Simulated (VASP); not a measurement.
# CuSi16 (a cell with a defect) in VASP: single point with PBE+D3(BJ)

Aim: the single point of CuSi16 (a cell with a defect) with PBE+D3(BJ).

Everything below comes from runs of VASP 6.6.1. Logs are shortened: lines on timing, memory, paths and dates and some standing lists are left out, and cuts for length are marked.

**1. The cell of the first run**

The cell holds a defect, 17 atoms: a = 7.679 Å, b = 7.679 Å, c = 7.679 Å, α = 60.00°, β = 60.00°, γ = 60.00°.

**2. Single point, PBE+D3(BJ)**

Contents of INCAR:

```
ALGO = Normal
EDIFF = 1E-7
ENCUT = 520
GGA = PE
ISIF = 2
ISMEAR = 0
IVDW = 12
LASPH = True
LCHARG = True
LELF = True
LREAL = Auto
LVHAR = True
LWAVE = False
NBANDS = 52
NELECT = 74.0
NELM = 80
PREC = Accurate
SIGMA = 0.02
```

Contents of KPOINTS:

```
k-points
0
Gamma
  2 2 2
```

Contents of POSCAR:

```
CuSi16
1.0
    0.0000000000      5.4300000000      5.4300000000
    5.4300000000      0.0000000000      5.4300000000
    5.4300000000      5.4300000000      0.0000000000
Si Cu
16 1
Direct
    0.0070974375     -0.0178337998      0.0038970006
    0.1432567831      0.1175893874      0.1212815056
    0.0106689379     -0.0014614607      0.4921376903
    0.1262060455      0.1146215727      0.6330945425
    0.0070587578      0.5065993831      0.0036353411
    0.1126904881      0.6117219989      0.1633769389
   -0.0115757160      0.4878685177      0.5355792472
    0.1262252772      0.6259496904      0.6328766760
    0.5134472733      0.0124968116     -0.0389070891
    0.6181122379      0.1175915025      0.1215761823
    0.4987890481     -0.0014762665      0.4923766697
    0.6373669282      0.1367760327      0.5887724807
    0.4832505170      0.5065795644      0.0033876693
    0.6180956314      0.6421903584      0.1218572275
    0.4988106480      0.5099292506      0.4925982274
    0.6153089915      0.6259323273      0.6326793183
    0.8117749136      0.3108872292      0.0660079717
```

Potentials or basis: VASP PAW PBE potentials, release 64 (Si, Cu).

The run is started by

```console
cat potpaw_PBE.64/Si/POTCAR potpaw_PBE.64/Cu/POTCAR > POTCAR
mpirun -np 1 vasp_std > vasp.out
```

OUTCAR:

```text
EDIFF = 1E-7
   ENCUT = 520
   GGA = PE
   ISIF = 2
   ISMEAR = 0
   IVDW = 12
   LASPH = True
   LREAL = Auto
   NELECT = 74.0
   NELM = 80
   PREC = Accurate
 IVDW          = 12

 ion  position               nearest neighbor table
   1  0.007  0.982  0.004-   4 2.33   6 2.33  17 2.36   2 2.44  10 2.44
   2  0.143  0.118  0.121-   3 2.33   9 2.33  17 2.35   1 2.44   5 2.44
   3  0.011  0.999  0.492-   2 2.33   4 2.34   8 2.34  12 2.35
   4  0.126  0.115  0.633-   1 2.33  11 2.34   3 2.34   7 2.35
   5  0.007  0.507  0.004-   8 2.33   6 2.34  17 2.36  14 2.44   2 2.44
   6  0.113  0.612  0.163-   7 2.33   1 2.33   5 2.34  13 2.34
   7  0.988  0.488  0.536-   6 2.33  16 2.35   8 2.35   4 2.35
   8  0.126  0.626  0.633-   5 2.33  15 2.34   3 2.34   7 2.35
   9  0.513  0.012  0.961-   2 2.33  12 2.33  10 2.33  14 2.34
  10  0.618  0.118  0.122-  11 2.33   9 2.33  17 2.35  13 2.44   1 2.44
  11  0.499  0.999  0.492-  10 2.33  16 2.34   4 2.34  12 2.35
  12  0.637  0.137  0.589-   9 2.33  15 2.35  11 2.35   3 2.35
  13  0.483  0.507  0.003-  16 2.33   6 2.34  17 2.36  14 2.44  10 2.44
  14  0.618  0.642  0.122-  15 2.33   9 2.34  17 2.35  13 2.44   5 2.44
  15  0.499  0.510  0.493-  14 2.33  16 2.34   8 2.34  12 2.35
  16  0.615  0.626  0.633-  13 2.33  15 2.34  11 2.34   7 2.35
  17  0.812  0.311  0.066-   2 2.35  10 2.35  14 2.35   1 2.36   5 2.36  13 2.36

  LATTYP: Found a face centered cubic cell.
 ALAT       =    10.8600000000

  Lattice vectors:

 A1 = (   0.0000000000,   5.4300000000,   5.4300000000)
 A2 = (   5.4300000000,   0.0000000000,   5.4300000000)
 A3 = (   5.4300000000,   5.4300000000,   0.0000000000)

Analysis of symmetry for initial positions (statically):
=====================================================================
 Subroutine PRICEL returns:
 Original cell was already a primitive cell.

 Routine SETGRP: Setting up the symmetry group for a
 face centered cubic supercell.

 Subroutine GETGRP returns: Found  1 space group operations
 (whereof  1 operations were pure point group operations)
 out of a pool of 48 trial point group operations.

The static configuration has the point symmetry C_1 .

Analysis of symmetry for dynamics (positions and initial velocities):
=====================================================================
 Subroutine PRICEL returns:
 Original cell was already a primitive cell.

 Routine SETGRP: Setting up the symmetry group for a
 face centered cubic supercell.

 Subroutine GETGRP returns: Found  1 space group operations
 (whereof  1 operations were pure point group operations)
 out of a pool of 48 trial point group operations.

The dynamic configuration has the point symmetry C_1 .

 Subroutine INISYM returns: Found  1 space group operations
 (whereof  1 operations are pure point group operations),
 and found     1 'primitive' translations

----------------------------------------------------------------------------------------

                                     Primitive cell

  volume of cell :     320.2060

  direct lattice vectors                    reciprocal lattice vectors
     0.000000000  5.430000000  5.430000000    -0.092081031  0.092081031  0.092081031
     5.430000000  0.000000000  5.430000000     0.092081031 -0.092081031  0.092081031
     5.430000000  5.430000000  0.000000000     0.092081031  0.092081031 -0.092081031

  length of vectors
     7.679179644  7.679179644  7.679179644     0.159489025  0.159489025  0.159489025

  position of ions in fractional coordinates (direct lattice)
     0.007097438  0.982166200  0.003897001
     0.143256783  0.117589387  0.121281506
     0.010668938  0.998538539  0.492137690
     0.126206045  0.114621573  0.633094542
     0.007058758  0.506599383  0.003635341
     0.112690488  0.611721999  0.163376939
[... 9 lines left out ...]
     0.615308992  0.625932327  0.632679318
     0.811774914  0.310887229  0.066007972

  ion indices of the primitive-cell ions
   primitive index   ion index
                 1           1
                 2           2
                 3           3
                 4           4
                 5           5
                 6           6
[... 9 lines left out ...]
                16          16
                17          17

----------------------------------------------------------------------------------------

 KPOINTS: k-points

Automatic generation of k-mesh.
 Grid dimensions read from file:
 generate k-points for:    2    2    2

 Generating k-lattice:

  Cartesian coordinates                     Fractional coordinates (reciprocal lattice)
    -0.046040516  0.046040516  0.046040516     0.500000000  0.000000000  0.000000000
     0.046040516 -0.046040516  0.046040516     0.000000000  0.500000000  0.000000000
     0.046040516  0.046040516 -0.046040516     0.000000000  0.000000000  0.500000000

  Length of vectors
     0.079744512  0.079744512  0.079744512

  Shift w.r.t. Gamma in fractional coordinates (k-lattice)
     0.000000000  0.000000000  0.000000000

 Subroutine IBZKPT returns following result:
 ===========================================

 Found      8 irreducible k-points:

 Following reciprocal coordinates:
            Coordinates               Weight
  0.000000  0.000000  0.000000      1.000000
  0.500000  0.000000  0.000000      1.000000
  0.000000  0.500000  0.000000      1.000000
  0.000000  0.000000  0.500000      1.000000
  0.500000  0.500000  0.500000      1.000000
  0.500000  0.500000  0.000000      1.000000
  0.000000  0.500000  0.500000      1.000000
  0.500000  0.000000  0.500000      1.000000
   k-points           NKPTS =      8   k-points in BZ     NKDIM =      8   number of bands    NBANDS=     52
   number of dos      NEDOS =    301   number of ions     NIONS =     17
   total plane-waves  NPLWV = 216000
   dimension x,y,z NGX =    60 NGY =   60 NGZ =   60
   dimension x,y,z NGXF=   120 NGYF=  120 NGZF=  120
   ions per type =              16   1
   NGX,Y,Z   is equivalent  to a cutoff of  12.99, 12.99, 12.99 a.u.
   NGXF,Y,Z  is equivalent  to a cutoff of  25.98, 25.98, 25.98 a.u.
 SYSTEM =  unknown system
   PREC   = accura    normal or accurate (medium, high low for compatibility)
   ISTART =      0    job   : 0-new  1-cont  2-samecut
   ICHARG =      2    charge: 1-file 2-atom 10-const
   ISPIN  =      1    spin polarized calculation?
   LNONCOLLINEAR =      F non collinear calculations
   LSORBIT =      F    spin-orbit coupling
   LASPH  =      T    aspherical Exc in radial PAW
   ENCUT  =  520.0 eV  38.22 Ry    6.18 a.u.  14.28 14.28 14.28*2*pi/ulx,y,z
   NELM   =     80;   NELMIN=  2; NELMDL= -5     # of ELM steps
   EDIFF  = 0.1E-06   stopping-criterion for ELM
   LREAL  =      T    real-space projection
   EDIFFG = 0.1E-05   stopping-criterion for IOM
   NSW    =      0    number of steps for IOM
   IBRION =     -1    ionic relax: 0-MD 1-quasi-New 2-CG
   NFREE  =      0    steps in history (QN), initial steepest desc. (CG)
   ISIF   =      2    stress and relaxation
   ISYM   =      2    0-nonsym 1-usesym 2-fastsym
   POTIM  = 0.5000    time-step for ionic-motion
   TEBEG  =    0.0;   TEEND  =   0.0 temperature during run
   PSTRESS=    0.0 pullay stress
   NELECT =      74.0000    total number of electrons
   NUPDOWN=      -1.0000    fix difference up-down
   EMIN   =  10.00;   EMAX   =-10.00  energy-range for DOS
   EFERMI =   0.00;   METHOD = LEGACY
   ISMEAR =     0;   SIGMA  =   0.02  broadening in eV -4-tet -1-fermi 0-gaus
   EFERMI_NEDOS =   21; number of points for ismear=-14 and -15
   IALGO  =     38    algorithm
   IMIX   =      4    mixing-type and parameters
     AMIX     =   0.40;   BMIX     =  1.00
     AMIX_MAG =   1.60;   BMIX_MAG =  1.00
  volume/ion in A,a.u.               =      18.84       127.11
  Fermi-wavevector in a.u.,A,eV,Ry     =   1.004636  1.898488 13.732283  1.009294
  Thomas-Fermi vector in A             =   2.137265
   LORBIT       =      0    0 simple, 1 ext, 2 COOP (PROOUT), +10 PAW based schemes
   GGA     = PE    functional components
   LHFCALC =     F    Hartree Fock is set to
   AEXX    =    0.0000 exact exchange contribution
   IVDW    =    12    specifies the selected vdW correction
   LEPSILON=     F    determine dielectric tensor
   LRPA    =     F    only Hartree local field effects (RPA)
 non-spin polarized calculation
 Gauss-broadening in eV      SIGMA  =   0.02
  energy-cutoff  :      520.00
  volume of cell :      320.21
 maximum number of plane-waves:      8646
 NGX is ok and might be reduce to    60
   NGX = 29   NGY = 29   NGZ = 29

 number of electron      74.0000001 magnetization

 Free energy of the ion-electron system (eV)
  ---------------------------------------------------
  ext. energy  EPLUGINS =         0.00000000
  ---------------------------------------------------
  free energy    TOTEN  =       -94.16060227 eV

  energy without entropy =      -94.15948513  energy(sigma->0) =      -94.16004370

 E-fermi :   6.4234     XC(G=0):  -9.6182

 val. band max:        6.4034085075   @ k =   0.0000   0.0000   0.0000
 cond. band min:       6.4480626830   @ k =   0.0000   0.0000   0.0000
 fundamental gap:      0.0446541755
 Fermi energy:         6.4234308860

 k-point     1 :       0.0000    0.0000    0.0000
  band No.  band energies     occupation
      1      -5.9055      2.00000
      2      -3.5587      2.00000
      3      -3.5103      2.00000
      4      -3.5101      2.00000
      5      -3.4700      2.00000
      6      -1.9452      2.00000
[... 41 lines left out ...]
     48       8.4508      0.00000
     49       8.4512      0.00000

 k-point     2 :       0.5000    0.0000    0.0000
  band No.  band energies     occupation
      1      -5.1877      2.00000
      2      -5.0002      2.00000
      3      -3.3256      2.00000
      4      -3.2372      2.00000
      5      -3.1153      2.00000
      6      -3.1025      2.00000
[... 41 lines left out ...]
     48       9.8411      0.00000
     49       9.9134      0.00000

 k-point     3 :       0.0000    0.5000    0.0000
  band No.  band energies     occupation
      1      -5.1877      2.00000
      2      -5.0002      2.00000
      3      -3.3255      2.00000
      4      -3.2372      2.00000
      5      -3.1154      2.00000
      6      -3.1025      2.00000
[... 41 lines left out ...]
     48       9.8413      0.00000
     49       9.9136      0.00000

 k-point     4 :       0.0000    0.0000    0.5000
  band No.  band energies     occupation
      1      -5.2874      2.00000
      2      -4.8936      2.00000
      3      -3.2089      2.00000
      4      -3.2086      2.00000
      5      -3.1643      2.00000
      6      -3.1140      2.00000
[... 41 lines left out ...]
     48       9.6810      0.00000
     49       9.8583      0.00000

 k-point     5 :       0.5000    0.5000    0.5000
  band No.  band energies     occupation
      1      -5.1878      2.00000
      2      -5.0001      2.00000
      3      -3.3254      2.00000
      4      -3.2374      2.00000
      5      -3.1153      2.00000
      6      -3.1026      2.00000
[... 41 lines left out ...]
     48       9.8413      0.00000
     49       9.9135      0.00000

 k-point     6 :       0.5000    0.5000    0.0000
  band No.  band energies     occupation
      1      -4.9482      2.00000
      2      -4.7134      2.00000
      3      -3.9253      2.00000
      4      -3.7812      2.00000
      5      -3.7550      2.00000
      6      -3.7323      2.00000
[... 41 lines left out ...]
     48      10.4350      0.00000
     49      10.4391      0.00000

 k-point     7 :       0.0000    0.5000    0.5000
  band No.  band energies     occupation
      1      -4.9481      2.00000
      2      -4.7135      2.00000
      3      -3.9254      2.00000
      4      -3.7810      2.00000
      5      -3.7551      2.00000
      6      -3.7322      2.00000
[... 41 lines left out ...]
     48      10.4353      0.00000
     49      10.4390      0.00000

 k-point     8 :       0.5000    0.0000    0.5000
  band No.  band energies     occupation
      1      -4.9482      2.00000
      2      -4.7134      2.00000
      3      -3.9253      2.00000
      4      -3.7811      2.00000
      5      -3.7551      2.00000
      6      -3.7323      2.00000
[... 41 lines left out ...]
     48      10.4353      0.00000
     49      10.4389      0.00000
 [bands above 49 left out]

------------------------ aborting loop because EDIFF is reached ----------------------------------------

 Edisp (eV)   -5.67542

 E8    (eV) :    -2.3545

  FORCE on cell =-STRESS in cart. coord.  units (eV):
  Direction    XX          YY          ZZ          XY          YZ          ZX
  --------------------------------------------------------------------------------------
  -------------------------------------------------------------------------------------
  Total      -6.95483    -6.95244    -6.95433     0.44622    -0.44079    -0.44488
  in kB     -34.79906   -34.78710   -34.79658     2.23271    -2.20553    -2.22598
  external pressure =      -34.79 kB  Pullay stress =        0.00 kB

 VOLUME and BASIS-vectors are now :
 -----------------------------------------------------------------------------
  energy-cutoff  :      520.00
  volume of cell :      320.21
      direct lattice vectors                 reciprocal lattice vectors
     0.000000000  5.430000000  5.430000000    -0.092081031  0.092081031  0.092081031
     5.430000000  0.000000000  5.430000000     0.092081031 -0.092081031  0.092081031
     5.430000000  5.430000000  0.000000000     0.092081031  0.092081031 -0.092081031

 POSITION                                       TOTAL-FORCE (eV/Angst)
 -----------------------------------------------------------------------------------
      5.35432      0.05970      5.37170        -0.032889     -0.002267      0.002984
      1.29707      1.43644      1.41639         0.005487      0.025053     -0.007373
      8.09437      2.73024      5.48000        -0.003752     -0.004117      0.005259
      4.06010      4.12300      1.30769         0.004615      0.004683     -0.004919
      2.77057      0.05807      2.78916         0.004461      0.003522      0.031967
      4.20879      1.49905      3.93356         0.003160      0.013960     -0.009863
[... 9 lines left out ...]
      6.83426      6.77658      6.73994         0.004598      0.001244     -0.005720
      2.04654      4.76636      6.09606         0.002473      0.000749     -0.001653
 -----------------------------------------------------------------------------------
    total drift:                               -0.000003      0.005871     -0.000235

  FREE ENERGIE OF THE ION-ELECTRON SYSTEM (eV)
  ---------------------------------------------------
  free  energy   TOTEN  =       -99.8360260470 eV

  energy  without entropy=      -99.8349089053  energy(sigma->0) =      -99.83546748
```

Wall time 3.7 min (1 thread of Intel Xeon Platinum 8559C (Emerald Rapids), shared host); peak memory 0.48 GiB.

Results:

* Free energy: -99.8360 eV
* Largest force: 0.043 eV/Å
* Dispersion energy per atom: -0.334 eV

Forces in eV/Å, atoms in the order of the input:
```
Si  -0.033 -0.002  0.003
Si   0.005  0.025 -0.007
Si  -0.004 -0.004  0.005
Si   0.005  0.005 -0.005
Si   0.004  0.004  0.032
Si   0.003  0.014 -0.010
Si  -0.025 -0.021  0.023
Si   0.005  0.005 -0.003
Si  -0.015 -0.008  0.012
Si  -0.002  0.002 -0.023
Si  -0.004 -0.006  0.003
Si   0.021  0.028 -0.026
Si   0.010 -0.032 -0.008
Si   0.024 -0.005  0.006
Si  -0.002 -0.005  0.004
Si   0.005  0.001 -0.006
Cu   0.002  0.001 -0.002
```

Caveat: the k points lie up to 0.50 Å⁻¹ apart; the cell carries a net charge on a neutralising background, which shifts energy and pressure; the cell is charged against a uniform background, so pressure and absolute levels hang on convention.
